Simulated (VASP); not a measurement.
Write the native input for VASP 6.6.1 that does the following.

```
Task                   : electric field gradients
Functional             : PBEsol
Potentials or basis    : VASP PAW PBE potentials, release 64 (Zn, S)
Cutoff                 : 520 eV
k mesh                 : 8 × 8 × 8
Occupations            : fermi-dirac, width 0.01 eV
Spin                   : no spin polarisation
Dipole correction      : no
Further INCAR settings : ALGO = Normal; EDIFF = 1e-08; NBANDS = 16
```

The structure of ZnS lies in POSCAR:

```
ZnS
1.0
    0.0000000000      2.7046500000      2.7587430000
    2.7046500000      0.0000000000      2.7587430000
    2.7046500000      2.7046500000      0.0000000000
Zn S
1 1
Direct
    0.0000000000      0.0000000000      0.0000000000
    0.7500000000      0.7500000000      0.7500000000
```

This cell differs from its parent crystal: zz strain of +2 %.

One way to write it, as run:

INCAR

```
SYSTEM = ZnS
PREC = Accurate
ENCUT = 520
EDIFF = 1E-8
ISMEAR = -1
SIGMA = 0.01
LREAL = .False.
LASPH = .True.
NELM = 100
ALGO = Normal
ISIF = 2
LWAVE = .False.
LCHARG = .False.
GGA = PS
LEFG = .True.
NBANDS = 16
```

KPOINTS

```
regular mesh
0
Gamma
  8 8 8
  0 0 0
```

Potentials or basis: VASP PAW PBE potentials, release 64 (Zn, S).

Run with:

```sh
$ cat potpaw_PBE.64/Zn/POTCAR potpaw_PBE.64/S/POTCAR > POTCAR
$ mpirun -np 1 vasp_std > vasp.out
```

It gave:

* Pressure: -3.3 GPa
* Band gap on the k mesh: 1.86 eV, direct

Caveat: the cell differs from its parent crystal (zz strain of +2 %); without QUAD_EFG the Cq values of the log hold for a quadrupole moment of 1 mb, not for the nuclei; the PAW data sets were made with another functional, which shifts forces and pressure a little.

Wall time 29 s on 1 thread of Intel(R) Xeon(R) 6975P-C (Granite Rapids) (shared host), peak memory 0.18 GiB.
